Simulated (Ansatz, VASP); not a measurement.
One calculation of FeNi3, two programs

File INCAR:

```
ALGO = Fast
EDIFF = 1E-6
ENCUT = 520
GGA = PS
ISIF = 2
ISMEAR = -1
ISPIN = 2
LASPH = T
LCHARG = F
LMAXMIX = 4
LORBIT = 11
LREAL = F
LWAVE = F
MAGMOM = 1 1 1 3
NBANDS = 31
NELM = 150
PREC = Accurate
SIGMA = 0.05
```

The input KPOINTS:

```
k-points
0
Gamma
  8 8 8
```

File POSCAR:

```
FeNi3
1.0
    3.5684775054      0.0000000000      0.0000000000
    0.0000000000      3.5684775054      0.0000000000
    0.0000000000      0.0000000000      3.5684775054
Ni Fe
3 1
Direct
    0.5000000000      0.5000000000      0.0000000000
    0.5000000000      0.0000000000      0.5000000000
    0.0000000000      0.5000000000      0.5000000000
    0.0000000000      0.0000000000      0.0000000000
```

Contents of input.yaml:

```yaml
crystal:
  lattice:
    - [3.5684775054, 0.0, 0.0]
    - [0.0, 3.5684775054, 0.0]
    - [0.0, 0.0, 3.5684775054]
  atoms:
    - { symbol: Ni, position: [0.5, 0.5, 0.0], spin: 1.0 }
    - { symbol: Ni, position: [0.5, 0.0, 0.5], spin: 1.0 }
    - { symbol: Ni, position: [0.0, 0.5, 0.5], spin: 1.0 }
    - { symbol: Fe, position: [0.0, 0.0, 0.0], spin: 3.0 }
kpoints:
  mp_grid: { grid: [8, 8, 8] }
scf:
  occupations: { method: fermi_dirac, width: 0.05 }
hamiltonian:
  xc: pbesol
  pseudopotentials: { kind: all_electron, lapw: { basis_error: 0.001 } }
magnetization:
  spin_polarized: true
output:
  forces: true
  stress: true
  eigenvalues: true
```

Change from the starting cell: volume scaled by 1.02.

Alike in both runs: task single point; functional PBEsol; k mesh 8 × 8 × 8; occupations fermi-dirac, width 0.05 eV; collinear spin.

|  | VASP | Ansatz |
| --- | --- | --- |
| version | VASP 6.6.1 | Ansatz 0.2.0 |
| potentials or method | VASP PAW PBE potentials, release 64 (Ni, Fe), cutoff 520 eV | all-electron LAPW, scalar-relativistic |

Ansatz gave:

| Quantity | Value |
| --- | --- |
| gap on the k mesh at the Fermi level (eV) | none |
| pressure (GPa) | -12.7 |
| net moment per atom (μB) | 1.23 |
| size of the moment on the site where the two differ most (μB) | 2.98 |

Problem. What did VASP give for the same quantities?

Solution. gap on the k mesh at the Fermi level (eV): none; pressure (GPa): -12.7; net moment per atom (μB): 1.21; size of the moment on the site where the two differ most (μB): 2.93.

VASP's potentials were made for PBE, not for PBEsol. Site moments also hang on the region over which each program counts them. A gap of «none» marks a metal or a gap that the smearing closes. Ansatz ran all-electron here, and VASP with PAW potentials.
